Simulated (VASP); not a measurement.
Write the native input for VASP 6.6.1 that does the following.

- Task: single point
- Functional: BLYP
- Potentials or basis: VASP PAW PBE potentials, release 64 (Ba_sv, Zr_sv, O)
- Cutoff: 520 eV
- k mesh: 6 × 6 × 6
- Occupations: fermi-dirac, width 0.05 eV
- Spin: no spin polarisation
- Dipole correction: no
- Further INCAR settings: ALGO = Normal; EDIFF = 1e-06; NBANDS = 28

The structure of BaZrO3 lies in POSCAR:

```
BaZrO3
1.0
    4.1913400000      0.0000000000      0.0000000000
    0.0000000000      4.1913400000      0.0000000000
    0.0000000000      0.0000000000      4.1913400000
Ba Zr O
1 1 3
Direct
    0.0000000000      0.0000000000      0.0000000000
    0.5000000000      0.5000000000      0.5000000000
    0.5000000000      0.5000000000      0.0000000000
    0.5000000000      0.0000000000      0.5000000000
    0.0000000000      0.5000000000      0.5000000000
```

These files were run (other wordings do the same):

INCAR

```
SYSTEM = BaZrO3
PREC = Accurate
ENCUT = 520
EDIFF = 1E-6
ISMEAR = -1
SIGMA = 0.05
LREAL = .False.
LASPH = .True.
NELM = 60
ALGO = Normal
ISIF = 2
LWAVE = .False.
LCHARG = .False.
GGA = B5
ALDAX = 1.0
AGGAX = 1.0
AGGAC = 1.0
ALDAC = 0.0
NBANDS = 28
```

KPOINTS

```
regular mesh
0
Gamma
  6 6 6
  0 0 0
```

Potentials or basis: VASP PAW PBE potentials, release 64 (Ba_sv, Zr_sv, O).

The run is started by

```bash
$ cat potpaw_PBE.64/Ba_sv/POTCAR potpaw_PBE.64/Zr_sv/POTCAR potpaw_PBE.64/O/POTCAR > POTCAR
$ mpirun -np 1 vasp_std > vasp.out
```

It gave:

* Pressure: 10.2 GPa
* Band gap on the k mesh: 3.28 eV, indirect (least direct gap 3.50 eV)

Caveat: the PAW data sets were made with another functional, which shifts forces and pressure a little; spin-orbit coupling is left out, which moves the levels of the heavy elements.

Wall time 32 s on 1 thread of Intel(R) Xeon(R) Platinum 8559C (Emerald Rapids), with other jobs on the host, peak memory 0.2 GiB.
